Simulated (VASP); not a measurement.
A run of VASP 6.6.1:

INCAR

```
SYSTEM = Te2Mo
PREC = Accurate
ENCUT = 520
EDIFF = 1E-6
ISMEAR = -1
SIGMA = 0.1
LREAL = .False.
LASPH = .True.
NELM = 100
ALGO = Normal
ISIF = 2
LWAVE = .False.
LCHARG = .False.
GGA = PE
NBANDS = 35
```

The input KPOINTS:

```
Automatic mesh
0
Gamma
  12 12 2
  0 0 0
```

File POSCAR:

```
Te2Mo
1.0
    1.7526114140      3.0356120150      0.0000000000
   -1.7526114140      3.0356120150      0.0000000000
    0.0000000000      0.0000000000     13.7522450000
Te Mo
4 2
Direct
    0.3333333333      0.3333333333      0.6179669916
    0.6666666667      0.6666666667      0.1179669916
    0.3333333333      0.3333333333      0.8820330084
    0.6666666667      0.6666666667      0.3820330084
    0.3333333333      0.3333333333      0.2500000000
    0.6666666667      0.6666666667      0.7500000000
```

Potentials or basis: VASP PAW PBE potentials, release 64 (Te, Mo_sv).

The run is started by

```console
$ cat potpaw_PBE.64/Te/POTCAR potpaw_PBE.64/Mo_sv/POTCAR > POTCAR
$ mpirun -np 1 vasp_std > vasp.out
```

Hardware: 1 thread of Intel(R) Xeon(R) Platinum 8259CL CPU @ 2.50GHz (Skylake/Cascade Lake) (shared host).

Question: Estimate the wall time of this run.

Answer: It took 4.1 min on 1 thread of Intel(R) Xeon(R) Platinum 8259CL CPU @ 2.50GHz (Skylake/Cascade Lake), on a shared host, peak memory 0.37 GiB. Counts: scf iterations 16, k points 38.
